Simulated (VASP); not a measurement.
Crystal: NaF (Villiaumite).

```
Na F
1.0
     0.00000    2.32000    2.32000
     2.32000    0.00000    2.32000
     2.32000    2.32000    0.00000
Na F
1 1
Direct
  0.00000 0.00000 0.00000
  0.50000 0.50000 0.50000
```

| Property | Result |
| --- | --- |
| Program | VASP 6.6.1 |
| Task | relaxation of cell and atoms |
| Functional | PBE |
| Potentials or basis | VASP PAW PBE potentials, release 64 (Na_pv, F) |
| Cutoff | 600 eV |
| k mesh | 8 × 8 × 8 |
| Occupations | fermi-dirac, width 0.02 eV |
| Spin | no spin polarisation |

At the start: pressure 1.7 GPa; volume 12.49 Å³/atom.

Problem. How do energy, volume and symmetry change on relaxing?

Solution. Over 4 steps the energy falls by 2.3 meV/atom and the volume is 12.93 Å³/atom (+3.5 %); space group Fm-3m (No. 225, to 0.05 Å).

Step by step:
```csv
step,energy change (eV),largest force (eV/Å),pressure (GPa),volume (Å³)
1,0.0000,0.0000,1.70,24.97
2,-0.0037,0.0000,0.68,25.46
3,-0.0045,0.0000,0.22,25.72
4,-0.0046,0.0000,-0.02,25.85
```

Final structure:
```
Na F
1.0
     0.00000    2.34693    2.34693
     2.34693    0.00000    2.34693
     2.34693    2.34693    0.00000
Na F
1 1
Direct
  0.00000 0.00000 0.00000
  0.50000 0.50000 0.50000
```
